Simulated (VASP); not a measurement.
# Ag (Fmmm) in VASP: notebook

Runs on Ag. Level: PBEsol. Tasks: single point.

Program: VASP 6.6.1. These are calculated values, not measurements. Logs are shortened: lines on timing, memory, paths and dates and some standing lists are left out, and cuts for length are marked.

## Step 1: The cell of the first run

It takes space group Fmmm (No. 69, orthorhombic). Conventional cell: a = 3.311 Å, b = 4.507 Å, c = 4.859 Å, α = 90.00°, β = 90.00°, γ = 90.00°. Ag (site symmetry mmm) has 14 Ag at 2.80 to 3.31 Å within 3.7 Å.

## Step 2: Single point, PBEsol (strain -0.0750 x Voigt [0, 0, 0, 1, 0, 0])

INCAR

```
SYSTEM = Ag
ALGO = Fast ; EDIFF = 1E-6
ENCUT = 520 ; GGA = PS
ISIF = 2 ; ISMEAR = 0
LASPH = .TRUE. ; LCHARG = .FALSE.
LREAL = .FALSE. ; LWAVE = .FALSE.
NBANDS = 12 ; NELM = 100
PREC = Accurate ; SIGMA = 0.15
```

KPOINTS

```
k-points
0
G
  20 20 20
  0 0 0
```

POSCAR

```
Ag
1.0
   -1.6556540000      1.5935669750      1.5935669750
    1.6556540000     -1.7177410250      1.7177410250
    1.6556540000      1.7177410250     -1.7177410250
Ag
1
Direct
    0.0000000000      0.0000000000      0.0000000000
```

Potentials or basis: VASP PAW PBE potentials, release 64 (Ag).

Command:

```console
> cat potpaw_PBE.64/Ag/POTCAR > POTCAR
> mpirun -np 1 vasp_std > vasp.out
```

OUTCAR:

```text
SYSTEM = Ag
   EDIFF = 1E-6
   ENCUT = 520
   GGA = PS
   ISIF = 2
   ISMEAR = 0
   LASPH = .TRUE.
   LREAL = .FALSE.
   NELM = 100
   PREC = Accurate

 ion  position               nearest neighbor table
   1  0.000  0.000  0.000-

  LATTYP: Found a face centered orthorhombic cell.
 ALAT       =     3.3113080000
 B/A-ratio  =     1.3611805538
 C/A-ratio  =     1.4672465710

  Lattice vectors:

 A1 = (   0.0000000000,  -0.1241740500,   3.3113080000)
 A2 = (   1.6556540000,  -1.7177410250,   1.7177410250)
 A3 = (   1.6556540000,   1.5935669750,   1.5935669750)

Analysis of symmetry for initial positions (statically):
=====================================================================
 Subroutine PRICEL returns:
 Original cell was already a primitive cell.

 Routine SETGRP: Setting up the symmetry group for a
 face centered orthorhombic supercell.

 Subroutine GETGRP returns: Found  8 space group operations
 (whereof  8 operations were pure point group operations)
 out of a pool of  8 trial point group operations.

The static configuration has the point symmetry D_2h.

Analysis of symmetry for dynamics (positions and initial velocities):
=====================================================================
 Subroutine PRICEL returns:
 Original cell was already a primitive cell.

 Routine SETGRP: Setting up the symmetry group for a
 face centered orthorhombic supercell.

 Subroutine GETGRP returns: Found  8 space group operations
 (whereof  8 operations were pure point group operations)
 out of a pool of  8 trial point group operations.

The dynamic configuration has the point symmetry D_2h.

 Subroutine INISYM returns: Found  8 space group operations
 (whereof  8 operations are pure point group operations),
 and found     1 'primitive' translations

----------------------------------------------------------------------------------------

                                     Primitive cell

  volume of cell :      18.1283

  direct lattice vectors                    reciprocal lattice vectors
    -1.655654000  1.593566975  1.593566975     0.000000000  0.313761522  0.313761522
     1.655654000 -1.717741025  1.717741025     0.301995465  0.011340778  0.302420744
     1.655654000  1.717741025 -1.717741025     0.301995465  0.302420744  0.011340778

  length of vectors
     2.796444452  2.939805882  2.939805882     0.443725800  0.427537344  0.427537344

  position of ions in fractional coordinates (direct lattice)
     0.000000000  0.000000000  0.000000000

  ion indices of the primitive-cell ions
   primitive index   ion index
                 1           1

----------------------------------------------------------------------------------------

 KPOINTS: k-points

Automatic generation of k-mesh.
 Grid dimensions read from file:
 generate k-points for:   20   20   20

 Generating k-lattice:

  Cartesian coordinates                     Fractional coordinates (reciprocal lattice)
     0.000000000  0.015688076  0.015688076     0.050000000  0.000000000  0.000000000
     0.015099773  0.000567039  0.015121037     0.000000000  0.050000000  0.000000000
     0.015099773  0.015121037  0.000567039    -0.000000000 -0.000000000  0.050000000

  Length of vectors
     0.022186290  0.021376867  0.021376867

  Shift w.r.t. Gamma in fractional coordinates (k-lattice)
     0.000000000  0.000000000  0.000000000

 Subroutine IBZKPT returns following result:
 ===========================================

 Found   1166 irreducible k-points:

 Following reciprocal coordinates:
            Coordinates               Weight
  0.000000  0.000000  0.000000      1.000000
  0.050000  0.000000  0.000000      2.000000
  0.100000  0.000000  0.000000      2.000000
  0.150000  0.000000  0.000000      2.000000
  0.200000  0.000000  0.000000      2.000000
  0.250000  0.000000  0.000000      2.000000
[... 16 lines left out ...]
  0.050000  0.100000 -0.000000      8.000000
  0.100000  0.100000  0.000000      8.000000
 [... further k-points ...]
   k-points           NKPTS =   1166   k-points in BZ     NKDIM =   1166   number of bands    NBANDS=     12
   number of dos      NEDOS =    301   number of ions     NIONS =      1
   total plane-waves  NPLWV =  13824
   dimension x,y,z NGX =    24 NGY =   24 NGZ =   24
   dimension x,y,z NGXF=    48 NGYF=   48 NGZF=   48
   ions per type =               1
   NGX,Y,Z   is equivalent  to a cutoff of  14.27, 13.57, 13.57 a.u.
   NGXF,Y,Z  is equivalent  to a cutoff of  28.54, 27.14, 27.14 a.u.
 SYSTEM =  Ag
   PREC   = accura    normal or accurate (medium, high low for compatibility)
   ISTART =      0    job   : 0-new  1-cont  2-samecut
   ICHARG =      2    charge: 1-file 2-atom 10-const
   ISPIN  =      1    spin polarized calculation?
   LNONCOLLINEAR =      F non collinear calculations
   LSORBIT =      F    spin-orbit coupling
   LASPH  =      T    aspherical Exc in radial PAW
   ENCUT  =  520.0 eV  38.22 Ry    6.18 a.u.   5.20  5.47  5.47*2*pi/ulx,y,z
   NELM   =    100;   NELMIN=  2; NELMDL= -5     # of ELM steps
   EDIFF  = 0.1E-05   stopping-criterion for ELM
   LREAL  =      F    real-space projection
   EDIFFG = 0.1E-04   stopping-criterion for IOM
   NSW    =      0    number of steps for IOM
   IBRION =     -1    ionic relax: 0-MD 1-quasi-New 2-CG
   NFREE  =      0    steps in history (QN), initial steepest desc. (CG)
   ISIF   =      2    stress and relaxation
   ISYM   =      2    0-nonsym 1-usesym 2-fastsym
   POTIM  = 0.5000    time-step for ionic-motion
   TEBEG  =    0.0;   TEEND  =   0.0 temperature during run
   PSTRESS=    0.0 pullay stress
   NELECT =      11.0000    total number of electrons
   NUPDOWN=      -1.0000    fix difference up-down
   EMIN   =  10.00;   EMAX   =-10.00  energy-range for DOS
   EFERMI =   0.00;   METHOD = LEGACY
   ISMEAR =     0;   SIGMA  =   0.15  broadening in eV -4-tet -1-fermi 0-gaus
   EFERMI_NEDOS =   21; number of points for ismear=-14 and -15
   IALGO  =     68    algorithm
   IMIX   =      4    mixing-type and parameters
     AMIX     =   0.40;   BMIX     =  1.00
     AMIX_MAG =   1.60;   BMIX_MAG =  1.00
  volume/ion in A,a.u.               =      18.13       122.34
  Fermi-wavevector in a.u.,A,eV,Ry     =   1.385968  2.619100 26.135530  1.920907
  Thomas-Fermi vector in A             =   2.510328
   LORBIT       =      0    0 simple, 1 ext, 2 COOP (PROOUT), +10 PAW based schemes
   GGA     = PS    functional components
   LHFCALC =     F    Hartree Fock is set to
   AEXX    =    0.0000 exact exchange contribution
   IVDW    =     0    specifies the selected vdW correction
   LEPSILON=     F    determine dielectric tensor
   LRPA    =     F    only Hartree local field effects (RPA)
 non-spin polarized calculation
 RMM-DIIS sequential band-by-band and
 Gauss-broadening in eV      SIGMA  =   0.15
  energy-cutoff  :      520.00
  volume of cell :       18.13
 maximum number of plane-waves:       501
 NGX is ok and might be reduce to    24
   NGX = 11   NGY = 11   NGZ = 11

 number of electron      11.0000002 magnetization

 Free energy of the ion-electron system (eV)
  ---------------------------------------------------
  ext. energy  EPLUGINS =         0.00000000
  ---------------------------------------------------
  free energy    TOTEN  =        -3.22536141 eV

  energy without entropy =       -3.22186535  energy(sigma->0) =       -3.22361338

 E-fermi :   7.4350     XC(G=0): -12.0468

 val. band max:        7.4292795285   @ k =   0.0000   0.5000   0.0500
 cond. band min:       7.4361520831   @ k =  -0.4000   0.3000   0.3000
 fundamental gap:      0.0068725547
 Fermi energy:         7.4349903962

 k-point     1 :       0.0000    0.0000    0.0000
  band No.  band energies     occupation
      1       0.0281      2.00000
      2       2.4372      2.00000
      3       2.6988      2.00000
      4       3.0236      2.00000
      5       3.9736      2.00000
      6       4.0098      2.00000
      7      24.2963      0.00000
      8      25.1649      0.00000
      9      25.6733      0.00000
     10      29.6103      0.00000
     11      30.4878      0.00000
     12      30.5225      0.00000

 k-point     2 :       0.0500    0.0000    0.0000
  band No.  band energies     occupation
      1       0.1155      2.00000
      2       2.4885      2.00000
      3       2.7111      2.00000
      4       3.0009      2.00000
      5       3.9696      2.00000
      6       3.9740      2.00000
      7      24.3553      0.00000
      8      25.1984      0.00000
      9      25.5294      0.00000
     10      28.6464      0.00000
     11      29.9600      0.00000
     12      30.4168      0.00000

 k-point     3 :       0.1000    0.0000    0.0000
  band No.  band energies     occupation
      1       0.3713      2.00000
      2       2.6399      2.00000
      3       2.7471      2.00000
      4       2.9355      2.00000
      5       3.8786      2.00000
      6       3.9584      2.00000
      7      24.4451      0.00000
      8      25.0299      0.00000
      9      25.2923      0.00000
     10      27.4875      0.00000
     11      28.7927      0.00000
     12      29.0160      0.00000

 k-point     4 :       0.1500    0.0000    0.0000
  band No.  band energies     occupation
      1       0.7698      2.00000
      2       2.8097      2.00000
      3       2.8353      2.00000
      4       2.8834      2.00000
      5       3.7581      2.00000
      6       3.9428      2.00000
      7      23.9410      0.00000
      8      24.2231      0.00000
      9      25.4287      0.00000
     10      26.9480      0.00000
     11      27.4038      0.00000
     12      27.7639      0.00000

 k-point     5 :       0.2000    0.0000    0.0000
  band No.  band energies     occupation
      1       1.2351      2.00000
      2       2.7117      2.00000
      3       2.9395      2.00000
      4       3.2049      2.00000
      5       3.6621      2.00000
      6       3.9261      2.00000
      7      22.2188      0.00000
      8      23.4833      0.00000
      9      25.5847      0.00000
     10      25.9722      0.00000
     11      27.1532      0.00000
     12      27.2795      0.00000
[... 228 lines left out ...]
      1       1.4287      2.00000
      2       2.1802      2.00000
      3       3.8225      2.00000
      4       3.8690      2.00000
      5       4.9147      2.00000
      6       7.9102      0.00001
      7      12.2186      0.00000
      8      19.8703      0.00000
      9      20.5138      0.00000
     10      26.2864      0.00000
     11      27.7372      0.00000
     12      30.1301      0.00000

 k-point    22 :       0.0000    0.1000   -0.0000
  band No.  band energies     occupation
      1       0.3387      2.00000
      2       2.4675      2.00000
      3       2.7499      2.00000
      4       3.0588      2.00000
      5       3.9066      2.00000
      6       4.0018      2.00000
      7      23.9942      0.00000
      8      24.4913      0.00000
      9      25.5416      0.00000
     10      27.8342      0.00000
     11      28.4609      0.00000
     12      29.8266      0.00000

 k-point    23 :       0.0500    0.1000   -0.0000
  band No.  band energies     occupation
      1       0.5818      2.00000
      2       2.5298      2.00000
      3       2.8426      2.00000
      4       3.0235      2.00000
      5       3.8446      2.00000
      6       3.9787      2.00000
      7      23.4929      0.00000
      8      24.5290      0.00000
      9      25.1612      0.00000
     10      27.6575      0.00000
     11      27.7716      0.00000
     12      29.0413      0.00000

 k-point    24 :       0.1000    0.1000    0.0000
  band No.  band energies     occupation
      1       0.9616      2.00000
      2       2.5883      2.00000
      3       2.8332      2.00000
      4       3.1790      2.00000
      5       3.7333      2.00000
      6       3.9817      2.00000
      7      22.7539      0.00000
      8      23.9434      0.00000
      9      25.1144      0.00000
     10      25.8976      0.00000
     11      27.5549      0.00000
     12      29.3471      0.00000

 [... further k-points ...]
[... 5 lines left out ...]
  --------------------------------------------------------------------------------------
  -------------------------------------------------------------------------------------
  Total       -0.7414721     -0.7768287     -0.7768287      0.0000000      0.3473089     -0.0000000
  in kB      -65.5311542    -68.6559639    -68.6559639      0.0000000     30.6950908     -0.0000000
  external PRESSURE =     -67.6143607 kB  Pullay stress =       0.0000000 kB

 VOLUME and BASIS-vectors are now :
 -----------------------------------------------------------------------------
  energy-cutoff  :      520.00
  volume of cell :       18.13
      direct lattice vectors                 reciprocal lattice vectors
    -1.655654000  1.593566975  1.593566975     0.000000000  0.313761522  0.313761522
     1.655654000 -1.717741025  1.717741025     0.301995465  0.011340778  0.302420744
     1.655654000  1.717741025 -1.717741025     0.301995465  0.302420744  0.011340778

 POSITION                                       TOTAL-FORCE (eV/Angst)
 -----------------------------------------------------------------------------------
      0.00000      0.00000      0.00000        -0.000000      0.000000      0.000000
 -----------------------------------------------------------------------------------
    total drift:                                0.000000      0.000000     -0.000000

  FREE ENERGIE OF THE ION-ELECTRON SYSTEM (eV)
  ---------------------------------------------------
  free  energy   TOTEN  =        -3.2253614104 eV

  energy  without entropy=       -3.2218653453  energy(sigma->0) =       -3.22361338
```

It took 66 s on 1 thread of Intel Xeon 6975P-C (Granite Rapids), shared host; peak memory 0.34 GiB.

Results:

* Free energy: -3.2254 eV
* Pressure: -6.8 GPa

Caveat: the cell differs from its parent crystal (strain -0.0750 x Voigt [0, 0, 0, 1, 0, 0]); the PAW data sets were made with another functional, which shifts forces and pressure a little.

## Step 3: Single point, PBEsol (strain +0.0375 x Voigt [0, 0, 0, 1, 0, 0])

INCAR

```
ALGO = Fast
EDIFF = 1E-6
ENCUT = 520
GGA = PS
ISIF = 2
ISMEAR = 0
LASPH = True
LCHARG = False
LREAL = False
LWAVE = False
NBANDS = 12
NELM = 100
PREC = Accurate
SIGMA = 0.15
```

KPOINTS

```
k-points
0
Gamma
  20 20 20
```

POSCAR

```
Ag
1.0
   -1.6556540000      1.6866975125      1.6866975125
    1.6556540000     -1.6246104875      1.6246104875
    1.6556540000      1.6246104875     -1.6246104875
Ag
1
Direct
    0.0000000000      0.0000000000      0.0000000000
```

Potentials or basis: VASP PAW PBE potentials, release 64 (Ag).

Command:

```console
> cat potpaw_PBE.64/Ag/POTCAR > POTCAR
> mpirun -np 1 vasp_std > vasp.out
```

It took 64 s on 1 thread of Intel Xeon 6975P-C (Granite Rapids), shared host; peak memory 0.33 GiB.

The run converged. Its results:

```
Free energy : -3.2337 eV
Pressure    : -7.2 GPa
```

Stress tensor (GPa, compression positive):
```
-7.12  0.00  0.00
 0.00 -7.17 -1.33
 0.00 -1.33 -7.17
```

Levels at points of the mesh, in eV from the Fermi level:
| k point | band 3 | band 4 | band 5 | band 6 | band 7 | band 8 |
| --- | --- | --- | --- | --- | --- | --- |
| (0.00, 0.00, 0.00) | -4.68 | -4.53 | -3.45 | -3.44 | 17.33 | 17.71 |
| (0.50, 0.00, 0.00) | -3.45 | -3.27 | -2.61 | -0.19 | 3.40 | 13.28 |
| (0.00, 0.50, 0.00) | -3.50 | -3.35 | -2.55 | 0.02 | 3.79 | 12.84 |
| (0.00, 0.50, 0.50) | -3.55 | -3.43 | -2.47 | 0.24 | 4.18 | 12.87 |
| (0.50, 0.50, 0.50) | -2.88 | -2.77 | -2.65 | 6.61 | 6.66 | 6.74 |

Caveat: the cell differs from its parent crystal (strain +0.0375 x Voigt [0, 0, 0, 1, 0, 0]); the PAW data sets were made with another functional, which shifts forces and pressure a little.
